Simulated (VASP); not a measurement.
# Ta3N4 (P-3m1) in VASP: single point with PBE+D3(BJ)

Aim: the single point of Ta3N4 with PBE+D3(BJ).

Everything below comes from runs of VASP 6.6.1. Logs are shortened: lines on timing, memory, paths and dates and some standing lists are left out, and cuts for length are marked.

## 1. The cell of the first run

The structure is trigonal, space group P-3m1 (No. 164). The conventional cell has a = 3.109 Å, b = 3.109 Å, c = 9.976 Å, α = 90.00°, β = 90.00°, γ = 120.00°. Ta (site symmetry -3m) has 6 N at 2.25 Å and 8 Ta at 2.81 to 3.11 Å within 3.2 Å. Ta (site symmetry 3m) has 6 N at 1.98 to 2.31 Å within 2.6 Å. Within 3.3 Å of N (site symmetry 3m) lie 6 Ta at 2.25 to 2.31 Å and 12 N at 2.92 to 3.25 Å. Within 2.6 Å of N (site symmetry 3m) lie 3 Ta at 1.98 Å.

## 2. Single point, PBE+D3(BJ)

Input file INCAR:

```
SYSTEM = Ta3N4
ALGO = Normal ; EDIFF = 1E-6
ENCUT = 700 ; GGA = PE
GGA_COMPAT = .False. ; ISIF = 2
ISMEAR = 0 ; IVDW = 12
LASPH = .True. ; LCHARG = .False.
LREAL = .False. ; LWAVE = .False.
NBANDS = 38 ; NELM = 120
PREC = Accurate ; SIGMA = 0.1
```

Input file KPOINTS:

```
k-points
0
Gamma
  6 6 2
  0 0 0
```

Input file POSCAR:

```
Ta3N4
1.0
    3.1092417368      0.0000000000      0.0000000000
   -1.5546208684      2.6926823306      0.0000000000
    0.0000000000      0.0000000000      9.9764123422
Ta N
3 4
Direct
    0.0000000000      0.0000000000      0.0000000000
    0.0000000000      0.0000000000      0.2819574443
    0.0000000000      0.0000000000      0.7180425557
    0.3333333333      0.6666666667      0.8639921577
    0.6666666667      0.3333333333      0.1360078423
    0.3333333333      0.6666666667      0.3664533820
    0.6666666667      0.3333333333      0.6335466180
```

Potentials or basis: VASP PAW PBE potentials, release 64 (Ta_sv_GW, N).

Command:

```sh
$ cat potpaw_PBE.64/Ta_sv_GW/POTCAR potpaw_PBE.64/N/POTCAR > POTCAR
$ mpirun -np 1 vasp_std > vasp.out
```

OUTCAR:

```text
SYSTEM = Ta3N4
   EDIFF = 1E-6
   ENCUT = 700
   GGA = PE
   ISIF = 2
   ISMEAR = 0
   IVDW = 12
   LASPH = .True.
   LREAL = .False.
   NELM = 120
   PREC = Accurate
 IVDW          = 12

 ion  position               nearest neighbor table
   1  0.000  0.000  0.000-   4 2.25   5 2.25   5 2.25   4 2.25   5 2.25   4 2.25   2 2.81   3 2.81

   2  0.000  0.000  0.282-   6 1.98   6 1.98   6 1.98   5 2.31   5 2.31   5 2.31   1 2.81
   3  0.000  0.000  0.718-   7 1.98   7 1.98   7 1.98   4 2.31   4 2.31   4 2.31   1 2.81
   4  0.333  0.667  0.864-   1 2.25   1 2.25   1 2.25   3 2.31   3 2.31   3 2.31
   5  0.667  0.333  0.136-   1 2.25   1 2.25   1 2.25   2 2.31   2 2.31   2 2.31
   6  0.333  0.667  0.366-   2 1.98   2 1.98   2 1.98
   7  0.667  0.333  0.634-   3 1.98   3 1.98   3 1.98

  LATTYP: Found a hexagonal cell.
 ALAT       =     3.1092417368
 C/A-ratio  =     3.2086319388

  Lattice vectors:

 A1 = (   3.1092417368,   0.0000000000,   0.0000000000)
 A2 = (  -1.5546208684,   2.6926823306,   0.0000000000)
 A3 = (   0.0000000000,   0.0000000000,   9.9764123422)

Analysis of symmetry for initial positions (statically):
=====================================================================
 Subroutine PRICEL returns:
 Original cell was already a primitive cell.

 Routine SETGRP: Setting up the symmetry group for a
 hexagonal supercell.

 Subroutine GETGRP returns: Found 12 space group operations
 (whereof 12 operations were pure point group operations)
 out of a pool of 24 trial point group operations.

The static configuration has the point symmetry D_3d.

Analysis of symmetry for dynamics (positions and initial velocities):
=====================================================================
 Subroutine PRICEL returns:
 Original cell was already a primitive cell.

 Routine SETGRP: Setting up the symmetry group for a
 hexagonal supercell.

 Subroutine GETGRP returns: Found 12 space group operations
 (whereof 12 operations were pure point group operations)
 out of a pool of 24 trial point group operations.

The dynamic configuration has the point symmetry D_3d.

 Subroutine INISYM returns: Found 12 space group operations
 (whereof 12 operations are pure point group operations),
 and found     1 'primitive' translations

----------------------------------------------------------------------------------------

                                     Primitive cell

  volume of cell :      83.5245

  direct lattice vectors                    reciprocal lattice vectors
     3.109241737  0.000000000  0.000000000     0.321621824  0.185688447  0.000000000
    -1.554620868  2.692682331  0.000000000     0.000000000  0.371376894  0.000000000
     0.000000000  0.000000000  9.976412342     0.000000000  0.000000000  0.100236434

  length of vectors
     3.109241737  3.109241737  9.976412342     0.371376894  0.371376894  0.100236434

  position of ions in fractional coordinates (direct lattice)
     0.000000000  0.000000000  0.000000000
     0.000000000  0.000000000  0.281957444
     0.000000000  0.000000000  0.718042556
     0.333333333  0.666666667  0.863992158
     0.666666667  0.333333333  0.136007842
     0.333333333  0.666666667  0.366453382
     0.666666667  0.333333333  0.633546618

  ion indices of the primitive-cell ions
   primitive index   ion index
                 1           1
                 2           2
                 3           3
                 4           4
                 5           5
                 6           6
                 7           7

----------------------------------------------------------------------------------------

 KPOINTS: k-points

Automatic generation of k-mesh.
 Grid dimensions read from file:
 generate k-points for:    6    6    2

 Generating k-lattice:

  Cartesian coordinates                     Fractional coordinates (reciprocal lattice)
     0.053603637  0.030948074  0.000000000     0.166666667  0.000000000  0.000000000
     0.000000000  0.061896149  0.000000000     0.000000000  0.166666667  0.000000000
     0.000000000  0.000000000  0.050118217     0.000000000  0.000000000  0.500000000

  Length of vectors
     0.061896149  0.061896149  0.050118217

  Shift w.r.t. Gamma in fractional coordinates (k-lattice)
     0.000000000  0.000000000  0.000000000

 Subroutine IBZKPT returns following result:
 ===========================================

 Found     14 irreducible k-points:

 Following reciprocal coordinates:
            Coordinates               Weight
  0.000000  0.000000  0.000000      1.000000
  0.166667  0.000000  0.000000      6.000000
  0.333333  0.000000  0.000000      6.000000
  0.500000 -0.000000  0.000000      3.000000
  0.166667  0.166667  0.000000      6.000000
  0.333333  0.166667  0.000000     12.000000
  0.333333  0.333333  0.000000      2.000000
  0.000000  0.000000  0.500000      1.000000
  0.166667  0.000000  0.500000      6.000000
  0.333333  0.000000  0.500000      6.000000
  0.500000 -0.000000  0.500000      3.000000
  0.166667  0.166667  0.500000      6.000000
  0.333333  0.166667  0.500000     12.000000
  0.333333  0.333333  0.500000      2.000000
   k-points           NKPTS =     14   k-points in BZ     NKDIM =     14   number of bands    NBANDS=     38
   number of dos      NEDOS =    301   number of ions     NIONS =      7
   total plane-waves  NPLWV =  70560
   dimension x,y,z NGX =    28 NGY =   28 NGZ =   90
   dimension x,y,z NGXF=    56 NGYF=   56 NGZF=  180
   ions per type =               3   4
   NGX,Y,Z   is equivalent  to a cutoff of  14.97, 14.97, 15.00 a.u.
   NGXF,Y,Z  is equivalent  to a cutoff of  29.94, 29.94, 30.00 a.u.
 SYSTEM =  Ta3N4
   PREC   = accura    normal or accurate (medium, high low for compatibility)
   ISTART =      0    job   : 0-new  1-cont  2-samecut
   ICHARG =      2    charge: 1-file 2-atom 10-const
   ISPIN  =      1    spin polarized calculation?
   LNONCOLLINEAR =      F non collinear calculations
   LSORBIT =      F    spin-orbit coupling
   LASPH  =      T    aspherical Exc in radial PAW
   ENCUT  =  700.0 eV  51.45 Ry    7.17 a.u.   6.71  6.71 21.52*2*pi/ulx,y,z
   NELM   =    120;   NELMIN=  2; NELMDL= -5     # of ELM steps
   EDIFF  = 0.1E-05   stopping-criterion for ELM
   LREAL  =      F    real-space projection
   EDIFFG = 0.1E-04   stopping-criterion for IOM
   NSW    =      0    number of steps for IOM
   IBRION =     -1    ionic relax: 0-MD 1-quasi-New 2-CG
   NFREE  =      0    steps in history (QN), initial steepest desc. (CG)
   ISIF   =      2    stress and relaxation
   ISYM   =      2    0-nonsym 1-usesym 2-fastsym
   POTIM  = 0.5000    time-step for ionic-motion
   TEBEG  =    0.0;   TEEND  =   0.0 temperature during run
   PSTRESS=    0.0 pullay stress
   NELECT =      59.0000    total number of electrons
   NUPDOWN=      -1.0000    fix difference up-down
   EMIN   =  10.00;   EMAX   =-10.00  energy-range for DOS
   EFERMI =   0.00;   METHOD = LEGACY
   ISMEAR =     0;   SIGMA  =   0.10  broadening in eV -4-tet -1-fermi 0-gaus
   EFERMI_NEDOS =   21; number of points for ismear=-14 and -15
   IALGO  =     38    algorithm
   IMIX   =      4    mixing-type and parameters
     AMIX     =   0.40;   BMIX     =  1.00
     AMIX_MAG =   1.60;   BMIX_MAG =  1.00
  volume/ion in A,a.u.               =      11.93        80.52
  Fermi-wavevector in a.u.,A,eV,Ry     =   1.457989  2.755199 28.922328  2.125731
  Thomas-Fermi vector in A             =   2.574726
   LORBIT       =      0    0 simple, 1 ext, 2 COOP (PROOUT), +10 PAW based schemes
   GGA     = PE    functional components
   LHFCALC =     F    Hartree Fock is set to
   AEXX    =    0.0000 exact exchange contribution
   IVDW    =    12    specifies the selected vdW correction
   LEPSILON=     F    determine dielectric tensor
   LRPA    =     F    only Hartree local field effects (RPA)
 non-spin polarized calculation
 Gauss-broadening in eV      SIGMA  =   0.10
  energy-cutoff  :      700.00
  volume of cell :       83.52
 maximum number of plane-waves:      3547
 NGX is ok and might be reduce to    28
   NGX = 13   NGY = 13   NGZ = 43

 number of electron      59.0000002 magnetization

 Free energy of the ion-electron system (eV)
  ---------------------------------------------------
  ext. energy  EPLUGINS =         0.00000000
  ---------------------------------------------------
  free energy    TOTEN  =       -81.91529359 eV

  energy without entropy =      -81.90091338  energy(sigma->0) =      -81.90810348

 E-fermi :  10.2002     XC(G=0): -12.3484

 val. band max:       10.1614660636   @ k =   0.3333   0.3333   0.0000
 cond. band min:      10.2058701970   @ k =   0.1667   0.0000   0.5000
 fundamental gap:      0.0444041334
 Fermi energy:        10.2002098377

 k-point     1 :       0.0000    0.0000    0.0000
  band No.  band energies     occupation
      1     -59.4238      2.00000
      2     -59.4228      2.00000
      3     -58.9014      2.00000
      4     -26.1599      2.00000
      5     -25.9837      2.00000
      6     -25.6953      2.00000
[... 30 lines left out ...]
     37      12.6473      0.00000
     38      13.8060      0.00000

 k-point     2 :       0.1667    0.0000    0.0000
  band No.  band energies     occupation
      1     -59.4140      2.00000
      2     -59.4130      2.00000
      3     -58.8924      2.00000
      4     -26.1251      2.00000
      5     -25.9591      2.00000
      6     -25.8761      2.00000
[... 30 lines left out ...]
     37      13.6832      0.00000
     38      14.0253      0.00000

 k-point     3 :       0.3333    0.0000    0.0000
  band No.  band energies     occupation
      1     -59.3943      2.00000
      2     -59.3933      2.00000
      3     -58.8744      2.00000
      4     -26.2314      2.00000
      5     -26.2260      2.00000
      6     -26.0507      2.00000
[... 30 lines left out ...]
     37      13.7389      0.00000
[... 371 lines left out ...]
 k-point    13 :       0.3333    0.1667    0.5000
  band No.  band energies     occupation
      1     -59.3844      2.00000
      2     -59.3835      2.00000
      3     -58.8653      2.00000
      4     -26.3109      2.00000
      5     -26.3067      2.00000
      6     -26.0185      2.00000
[... 30 lines left out ...]
     37      13.9614      0.00000
     38      14.0843      0.00000

 k-point    14 :       0.3333    0.3333    0.5000
  band No.  band energies     occupation
      1     -59.3794      2.00000
      2     -59.3785      2.00000
      3     -58.8608      2.00000
      4     -26.2311      2.00000
      5     -26.2311      2.00000
      6     -26.1290      2.00000
[... 30 lines left out ...]
     37      13.3014      0.00000
     38      15.0213      0.00000

------------------------ aborting loop because EDIFF is reached ----------------------------------------

 Edisp (eV)   -2.50924

 E8    (eV) :    -1.1259

  FORCE on cell =-STRESS in cart. coord.  units (eV):
  Direction    XX          YY          ZZ          XY          YZ          ZX
  --------------------------------------------------------------------------------------
  -------------------------------------------------------------------------------------
  Total       0.11337     0.11337    -0.05983    -0.00000     0.00000    -0.00000
  in kB       2.17471     2.17471    -1.14775    -0.00000     0.00000    -0.00000
  external pressure =        1.07 kB  Pullay stress =        0.00 kB

 VOLUME and BASIS-vectors are now :
 -----------------------------------------------------------------------------
  energy-cutoff  :      700.00
  volume of cell :       83.52
      direct lattice vectors                 reciprocal lattice vectors
     3.109241737  0.000000000  0.000000000     0.321621824  0.185688447  0.000000000
    -1.554620868  2.692682331  0.000000000     0.000000000  0.371376894  0.000000000
     0.000000000  0.000000000  9.976412342     0.000000000  0.000000000  0.100236434

 POSITION                                       TOTAL-FORCE (eV/Angst)
 -----------------------------------------------------------------------------------
      0.00000      0.00000      0.00000        -0.000000     -0.000000      0.000000
      0.00000      0.00000      2.81292        -0.000000      0.000000     -0.031725
      0.00000      0.00000      7.16349        -0.000000     -0.000000      0.031725
     -0.00000      1.79512      8.61954        -0.000000     -0.000000      0.013377
      1.55462      0.89756      1.35687         0.000000      0.000000     -0.013377
     -0.00000      1.79512      3.65589        -0.000000      0.000000      0.041727
      1.55462      0.89756      6.32052         0.000000      0.000000     -0.041727
 -----------------------------------------------------------------------------------
    total drift:                               -0.000000      0.000000      0.000000

  FREE ENERGIE OF THE ION-ELECTRON SYSTEM (eV)
  ---------------------------------------------------
  free  energy   TOTEN  =       -84.4245319754 eV

  energy  without entropy=      -84.4101517661  energy(sigma->0) =      -84.41734187
```

It took 82 s on 1 thread of AMD EPYC 9R45 (Zen 5), shared host; peak memory 0.25 GiB.

What came out:

* Free energy: -84.4245 eV
* Pressure: 0.1 GPa
* Largest force: 0.042 eV/Å
* Band gap on the k mesh: zero (an odd number of electrons rules out a gap without spin polarisation)
* Dispersion energy per atom: -0.358 eV

Forces on the atoms (eV/Å):
```
Ta   0.000  0.000  0.000
Ta   0.000  0.000 -0.032
Ta   0.000  0.000  0.032
N    0.000  0.000  0.013
N    0.000  0.000 -0.013
N    0.000  0.000  0.042
N    0.000  0.000 -0.042
```

Stress tensor (GPa, compression positive):
```
 0.22  0.00  0.00
 0.00  0.22  0.00
 0.00  0.00 -0.11
```

Caveat: the k points lie up to 0.39 Å⁻¹ apart, too coarse for converged energies and pressures of a metal; spin-orbit coupling is left out, which moves the levels of the heavy elements; an odd number of electrons without spin polarisation forces a metal; a magnetic or distorted state may lie lower.

The gap in the log of VASP goes by the Fermi energy; the results here count the filled bands.